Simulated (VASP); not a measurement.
# Ni (Fm-3m) in VASP: a series of runs

Runs on Ni. Level: PBEsol. Tasks: single point.

Everything below comes from runs of VASP 6.6.1. Logs are shortened: lines on timing, memory, paths and dates and some standing lists are left out, and cuts for length are marked.

## (1) The cell of the first run

Symmetry: Fm-3m, No. 225, cubic system. The conventional cell has a = 3.543 Å, b = 3.543 Å, c = 3.543 Å, α = 90.00°, β = 90.00°, γ = 90.00°. Ni (site symmetry m-3m) has 12 Ni at 2.51 Å within 3.3 Å.

## (2) Single point, PBEsol, collinear spin, ferromagnetic start

Input file INCAR:

```
SYSTEM = Ni
ALGO = Normal ; EDIFF = 1E-6
ENCUT = 520 ; GGA = PS
ISIF = 2 ; ISMEAR = -1
ISPIN = 2 ; LASPH = .TRUE.
LCHARG = .FALSE. ; LMAXMIX = 4
LORBIT = 11 ; LREAL = .FALSE.
LWAVE = .FALSE. ; MAGMOM = 1.44
NBANDS = 15 ; NELM = 150
NUPDOWN = 1.44 ; PREC = Accurate
SIGMA = 0.1
```

Input file KPOINTS:

```
k-points
0
G
  15 15 15
  0 0 0
```

Input file POSCAR:

```
Ni
1.0
    0.0000000000      1.7716500000      1.7716500000
    1.7716500000      0.0000000000      1.7716500000
    1.7716500000      1.7716500000      0.0000000000
Ni
1
Direct
    0.0000000000      0.0000000000      0.0000000000
```

Potentials or basis: VASP PAW PBE potentials, release 64 (Ni).

Command:

```
$ cat potpaw_PBE.64/Ni/POTCAR > POTCAR
$ mpirun -np 1 vasp_std > vasp.out
```

OUTCAR:

```text
SYSTEM = Ni
   EDIFF = 1E-6
   ENCUT = 520
   GGA = PS
   ISIF = 2
   ISMEAR = -1
   ISPIN = 2
   LASPH = .TRUE.
   LORBIT = 11
   LREAL = .FALSE.
   NELM = 150
   NUPDOWN = 1.44
   PREC = Accurate

 ion  position               nearest neighbor table
   1  0.000  0.000  0.000-

  LATTYP: Found a face centered cubic cell.
 ALAT       =     3.5433000000

  Lattice vectors:

 A1 = (   0.0000000000,   1.7716500000,   1.7716500000)
 A2 = (   1.7716500000,   0.0000000000,   1.7716500000)
 A3 = (   1.7716500000,   1.7716500000,   0.0000000000)

Analysis of symmetry for initial positions (statically):
=====================================================================
 Subroutine PRICEL returns:
 Original cell was already a primitive cell.

 Routine SETGRP: Setting up the symmetry group for a
 face centered cubic supercell.

 Subroutine GETGRP returns: Found 48 space group operations
 (whereof 48 operations were pure point group operations)
 out of a pool of 48 trial point group operations.

The static configuration has the point symmetry O_h .

Analysis of symmetry for dynamics (positions and initial velocities):
=====================================================================
 Subroutine PRICEL returns:
 Original cell was already a primitive cell.

 Routine SETGRP: Setting up the symmetry group for a
 face centered cubic supercell.

 Subroutine GETGRP returns: Found 48 space group operations
 (whereof 48 operations were pure point group operations)
 out of a pool of 48 trial point group operations.

The dynamic configuration has the point symmetry O_h .

Analysis of structural, dynamic, and magnetic symmetry:
=====================================================================
 Subroutine PRICEL returns:
 Original cell was already a primitive cell.

 Routine SETGRP: Setting up the symmetry group for a
 face centered cubic supercell.

 Subroutine GETGRP returns: Found 48 space group operations
 (whereof 48 operations were pure point group operations)
 out of a pool of 48 trial point group operations.

The overall configuration has the point symmetry O_h .

 Subroutine INISYM returns: Found 48 space group operations
 (whereof 48 operations are pure point group operations),
 and found     1 'primitive' translations

----------------------------------------------------------------------------------------

                                     Primitive cell

  volume of cell :      11.1215

  direct lattice vectors                    reciprocal lattice vectors
     0.000000000  1.771650000  1.771650000    -0.282222787  0.282222787  0.282222787
     1.771650000  0.000000000  1.771650000     0.282222787 -0.282222787  0.282222787
     1.771650000  1.771650000  0.000000000     0.282222787  0.282222787 -0.282222787

  length of vectors
     2.505491458  2.505491458  2.505491458     0.488824206  0.488824206  0.488824206

  position of ions in fractional coordinates (direct lattice)
     0.000000000  0.000000000  0.000000000

  ion indices of the primitive-cell ions
   primitive index   ion index
                 1           1

----------------------------------------------------------------------------------------

 KPOINTS: k-points

Automatic generation of k-mesh.
 Grid dimensions read from file:
 generate k-points for:   15   15   15

 Generating k-lattice:

  Cartesian coordinates                     Fractional coordinates (reciprocal lattice)
    -0.018814852  0.018814852  0.018814852     0.066666667  0.000000000  0.000000000
     0.018814852 -0.018814852  0.018814852     0.000000000  0.066666667  0.000000000
     0.018814852  0.018814852 -0.018814852     0.000000000  0.000000000  0.066666667

  Length of vectors
     0.032588280  0.032588280  0.032588280

  Shift w.r.t. Gamma in fractional coordinates (k-lattice)
     0.000000000  0.000000000  0.000000000

 Subroutine IBZKPT returns following result:
 ===========================================

 Found    120 irreducible k-points:

 Following reciprocal coordinates:
            Coordinates               Weight
  0.000000  0.000000  0.000000      1.000000
  0.066667  0.000000  0.000000      8.000000
  0.133333  0.000000  0.000000      8.000000
  0.200000  0.000000  0.000000      8.000000
  0.266667  0.000000  0.000000      8.000000
  0.333333  0.000000  0.000000      8.000000
[... 16 lines left out ...]
  0.133333  0.133333  0.000000      6.000000
  0.200000  0.133333  0.000000     24.000000
 [... further k-points ...]
   k-points           NKPTS =    120   k-points in BZ     NKDIM =    120   number of bands    NBANDS=     15
   number of dos      NEDOS =    301   number of ions     NIONS =      1
   total plane-waves  NPLWV =   8000
   dimension x,y,z NGX =    20 NGY =   20 NGZ =   20
   dimension x,y,z NGXF=    40 NGYF=   40 NGZF=   40
   ions per type =               1
   NGX,Y,Z   is equivalent  to a cutoff of  13.27, 13.27, 13.27 a.u.
   NGXF,Y,Z  is equivalent  to a cutoff of  26.54, 26.54, 26.54 a.u.
 SYSTEM =  Ni
   PREC   = accura    normal or accurate (medium, high low for compatibility)
   ISTART =      0    job   : 0-new  1-cont  2-samecut
   ICHARG =      2    charge: 1-file 2-atom 10-const
   ISPIN  =      2    spin polarized calculation?
   LNONCOLLINEAR =      F non collinear calculations
   LSORBIT =      F    spin-orbit coupling
   LASPH  =      T    aspherical Exc in radial PAW
   ENCUT  =  520.0 eV  38.22 Ry    6.18 a.u.   4.66  4.66  4.66*2*pi/ulx,y,z
   NELM   =    150;   NELMIN=  2; NELMDL= -5     # of ELM steps
   EDIFF  = 0.1E-05   stopping-criterion for ELM
   LREAL  =      F    real-space projection
   EDIFFG = 0.1E-04   stopping-criterion for IOM
   NSW    =      0    number of steps for IOM
   IBRION =     -1    ionic relax: 0-MD 1-quasi-New 2-CG
   NFREE  =      0    steps in history (QN), initial steepest desc. (CG)
   ISIF   =      2    stress and relaxation
   ISYM   =      2    0-nonsym 1-usesym 2-fastsym
   POTIM  = 0.5000    time-step for ionic-motion
   TEBEG  =    0.0;   TEEND  =   0.0 temperature during run
   PSTRESS=    0.0 pullay stress
   NELECT =      10.0000    total number of electrons
   NUPDOWN=       1.4400    fix difference up-down
   EMIN   =  10.00;   EMAX   =-10.00  energy-range for DOS
   EFERMI =   0.00;   METHOD = LEGACY
   ISMEAR =    -1;   SIGMA  =   0.10  broadening in eV -4-tet -1-fermi 0-gaus
   EFERMI_NEDOS =   21; number of points for ismear=-14 and -15
   IALGO  =     38    algorithm
   IMIX   =      4    mixing-type and parameters
     AMIX     =   0.40;   BMIX     =  1.00
     AMIX_MAG =   1.60;   BMIX_MAG =  1.00
  volume/ion in A,a.u.               =      11.12        75.05
  Fermi-wavevector in a.u.,A,eV,Ry     =   1.580108  2.985972 33.970248  2.496743
  Thomas-Fermi vector in A             =   2.680386
   LORBIT       =     11    0 simple, 1 ext, 2 COOP (PROOUT), +10 PAW based schemes
   GGA     = PS    functional components
   LHFCALC =     F    Hartree Fock is set to
   AEXX    =    0.0000 exact exchange contribution
   IVDW    =     0    specifies the selected vdW correction
   LEPSILON=     F    determine dielectric tensor
   LRPA    =     F    only Hartree local field effects (RPA)
 spin polarized calculation
  energy-cutoff  :      520.00
  volume of cell :       11.12
 maximum number of plane-waves:       310
   NGX =  9   NGY =  9   NGZ =  9

 number of electron      10.0000009 magnetization       1.4400002

 Free energy of the ion-electron system (eV)
  ---------------------------------------------------
  ext. energy  EPLUGINS =         0.00000000
  ---------------------------------------------------
  free energy    TOTEN  =        -5.61763637 eV

  energy without entropy =       -5.56990364  energy(sigma->0) =       -5.59377000

 E-fermi :   8.4913     XC(G=0): -13.3520

 val. band max:       11.2802839233   @ k =  -0.4667   0.4667   0.0667
 cond. band min:       8.4948341268   @ k =  -0.3333   0.1333   0.0000
 fundamental gap:     -2.7854497965
 Fermi energy:        11.2895726953

 spin component 1

 k-point     1 :       0.0000    0.0000    0.0000
  band No.  band energies     occupation
      1      -0.2340      1.00000
      2       5.7918      1.00000
      3       5.7918      1.00000
      4       5.7918      1.00000
      5       6.8504      1.00000
      6       6.8504      1.00000
      7      32.2189      0.00000
      8      35.8365      0.00000
      9      35.8365      0.00000
     10      35.8365      0.00000
     11      38.5770      0.00000
     12      38.5770      0.00000
     13      38.5770      0.00000
     14      41.8284      0.00000
     15      47.7120      0.00000
[... 397 lines left out ...]
 k-point    24 :       0.2000    0.1333    0.0000
  band No.  band energies     occupation
      1       1.2378      1.00000
      2       5.3668      1.00000
      3       6.1246      1.00000
      4       6.1499      1.00000
      5       6.5467      1.00000
      6       7.0141      1.00000
      7      27.9610      0.00000
      8      30.4693      0.00000
      9      31.0605      0.00000
     10      33.3053      0.00000
     11      37.3491      0.00000
     12      42.0784      0.00000
     13      43.8531      0.00000
     14      44.4256      0.00000
     15      48.8781      0.00000

 [... further k-points ...]

 spin component 2

 k-point     1 :       0.0000    0.0000    0.0000
  band No.  band energies     occupation
      1       0.1713      1.00000
      2       7.1677      1.00000
      3       7.1677      1.00000
      4       7.1677      1.00000
      5       8.1797      0.95753
      6       8.1797      0.95753
      7      32.5132      0.00000
      8      36.2753      0.00000
      9      36.2753      0.00000
     10      36.2753      0.00000
     11      39.1626      0.00000
     12      39.1626      0.00000
     13      39.1626      0.00000
     14      42.1778      0.00000
     15      48.3251      0.00000
[... 397 lines left out ...]
 k-point    24 :       0.2000    0.1333    0.0000
  band No.  band energies     occupation
      1       1.6530      1.00000
      2       6.6917      1.00000
      3       7.4971      0.99995
      4       7.5406      0.99993
      5       7.8527      0.99832
      6       8.3576      0.79200
      7      28.5119      0.00000
      8      31.0162      0.00000
      9      31.5109      0.00000
     10      33.7496      0.00000
     11      38.0030      0.00000
     12      42.5211      0.00000
     13      44.2396      0.00000
     14      44.8270      0.00000
     15      49.4919      0.00000

 [... further k-points ...]
[... 5 lines left out ...]
  --------------------------------------------------------------------------------------
  -------------------------------------------------------------------------------------
  Total       -0.2057278     -0.2057278     -0.2057278      0.0000000      0.0000000      0.0000000
  in kB      -29.6373767    -29.6373767    -29.6373767      0.0000000      0.0000000      0.0000000
  external PRESSURE =     -29.6373767 kB  Pullay stress =       0.0000000 kB

 VOLUME and BASIS-vectors are now :
 -----------------------------------------------------------------------------
  energy-cutoff  :      520.00
  volume of cell :       11.12
      direct lattice vectors                 reciprocal lattice vectors
     0.000000000  1.771650000  1.771650000    -0.282222787  0.282222787  0.282222787
     1.771650000  0.000000000  1.771650000     0.282222787 -0.282222787  0.282222787
     1.771650000  1.771650000  0.000000000     0.282222787  0.282222787 -0.282222787

 POSITION                                       TOTAL-FORCE (eV/Angst)
 -----------------------------------------------------------------------------------
      0.00000      0.00000      0.00000         0.000000     -0.000000     -0.000000
 -----------------------------------------------------------------------------------
    total drift:                                0.000000      0.000000      0.000000

  FREE ENERGIE OF THE ION-ELECTRON SYSTEM (eV)
  ---------------------------------------------------
  free  energy   TOTEN  =        -5.6176363654 eV

  energy  without entropy=       -5.5699036423  energy(sigma->0) =       -5.59377000

 total charge

# of ion       s       p       d       tot
------------------------------------------
    1        0.519   0.559   8.162   9.240

 magnetization (x)

# of ion       s       p       d       tot
------------------------------------------
    1        0.035   0.089   1.262   1.386
```

Wall time 34 s (1 thread of Intel Xeon Platinum 8375C at 2.90GHz (Ice Lake), shared host); peak memory 0.15 GiB.

Results:

| Item | Value |
| --- | --- |
| Free energy | -5.6176 eV |
| Pressure | -3.0 GPa |
| Net moment | 1.44 μB per cell |
| Site moments | Ni +1.39 μB |
| Valence electrons inside the program's atomic spheres | Ni 9.24 |

Caveat: the PAW data sets were made with another functional, which shifts forces and pressure a little; the total moment is fixed, so each spin has its own Fermi level.

## (3) Single point, PBEsol, collinear spin, ferromagnetic start

Input file INCAR:

```
  PREC = Accurate
  ENCUT = 520
  EDIFF = 1E-6
  ISMEAR = -1
  SIGMA = 0.1
  LREAL = F
  LASPH = T
  NELM = 150
  ALGO = Normal
  ISIF = 2
  LWAVE = F
  LCHARG = T
  ISPIN = 2
  MAGMOM = 1.92
  LORBIT = 11
  NUPDOWN = 1.92
  LMAXMIX = 4
  GGA = PS
  LELF = T
  LVHAR = T
  NBANDS = 15
```

Input file KPOINTS:

```
Automatic mesh
0
Gamma
  15 15 15
```

POSCAR is that of step 2.

Potentials or basis: VASP PAW PBE potentials, release 64 (Ni).

Command:

```
$ cat potpaw_PBE.64/Ni/POTCAR > POTCAR
$ mpirun -np 1 vasp_std > vasp.out
```

OUTCAR:

```text
PREC = Accurate
   ENCUT = 520
   EDIFF = 1E-6
   ISMEAR = -1
   LREAL = F
   LASPH = T
   NELM = 150
   ISIF = 2
   ISPIN = 2
   LORBIT = 11
   NUPDOWN = 1.92
   GGA = PS

 ion  position               nearest neighbor table
   1  0.000  0.000  0.000-

  LATTYP: Found a face centered cubic cell.
 ALAT       =     3.5433000000

  Lattice vectors:

 A1 = (   0.0000000000,   1.7716500000,   1.7716500000)
 A2 = (   1.7716500000,   0.0000000000,   1.7716500000)
 A3 = (   1.7716500000,   1.7716500000,   0.0000000000)

Analysis of symmetry for initial positions (statically):
=====================================================================
 Subroutine PRICEL returns:
 Original cell was already a primitive cell.

 Routine SETGRP: Setting up the symmetry group for a
 face centered cubic supercell.

 Subroutine GETGRP returns: Found 48 space group operations
 (whereof 48 operations were pure point group operations)
 out of a pool of 48 trial point group operations.

The static configuration has the point symmetry O_h .

Analysis of symmetry for dynamics (positions and initial velocities):
=====================================================================
[... 623 lines left out ...]
      8      36.4660      0.00000
      9      36.4660      0.00000
     10      36.4660      0.00000
     11      39.2828      0.00000
     12      39.2828      0.00000
     13      39.2828      0.00000
     14      42.4356      0.00000
[... 403 lines left out ...]
      4       7.3322      0.99951
      5       7.6610      0.98710
      6       8.1475      0.37131
      7      28.6559      0.00000
      8      31.1537      0.00000
      9      31.7075      0.00000
     10      33.9424      0.00000
     11      38.0876      0.00000
     12      42.7089      0.00000
     13      44.4518      0.00000
     14      45.0358      0.00000
     15      49.5943      0.00000

 [... further k-points ...]
[... 5 lines left out ...]
  --------------------------------------------------------------------------------------
  -------------------------------------------------------------------------------------
  Total        0.6458050      0.6458050      0.6458050     -0.0000000      0.0000000     -0.0000000
  in kB       93.0353996     93.0353996     93.0353996     -0.0000000      0.0000000     -0.0000000
  external PRESSURE =      93.0353996 kB  Pullay stress =       0.0000000 kB

 VOLUME and BASIS-vectors are now :
 -----------------------------------------------------------------------------
  energy-cutoff  :      520.00
  volume of cell :       11.12
      direct lattice vectors                 reciprocal lattice vectors
     0.000000000  1.771650000  1.771650000    -0.282222787  0.282222787  0.282222787
     1.771650000  0.000000000  1.771650000     0.282222787 -0.282222787  0.282222787
     1.771650000  1.771650000  0.000000000     0.282222787  0.282222787 -0.282222787

 POSITION                                       TOTAL-FORCE (eV/Angst)
 -----------------------------------------------------------------------------------
      0.00000      0.00000      0.00000         0.000000      0.000000      0.000000
 -----------------------------------------------------------------------------------
    total drift:                                0.000000      0.000000      0.000000

  FREE ENERGIE OF THE ION-ELECTRON SYSTEM (eV)
  ---------------------------------------------------
  free  energy   TOTEN  =        -4.6548037239 eV

  energy  without entropy=       -4.6068846067  energy(sigma->0) =       -4.63084417

 total charge

# of ion       s       p       d       tot
------------------------------------------
    1        0.529   0.634   8.049   9.212

 magnetization (x)

# of ion       s       p       d       tot
------------------------------------------
    1        0.063   0.209   1.530   1.802
```

Wall time 31 s (1 thread of Intel Xeon Platinum 8375C at 2.90GHz (Ice Lake), shared host); peak memory 0.15 GiB.

What came out:

| Item | Value |
| --- | --- |
| Free energy | -4.6548 eV |
| Pressure | 9.3 GPa |
| Net moment | 1.92 μB per cell |
| Site moments | Ni +1.80 μB |
| Valence electrons inside the program's atomic spheres | Ni 9.21 |

Caveat: the PAW data sets were made with another functional, which shifts forces and pressure a little; the total moment is fixed, so each spin has its own Fermi level.

(Part 1 of 2 ends here.)
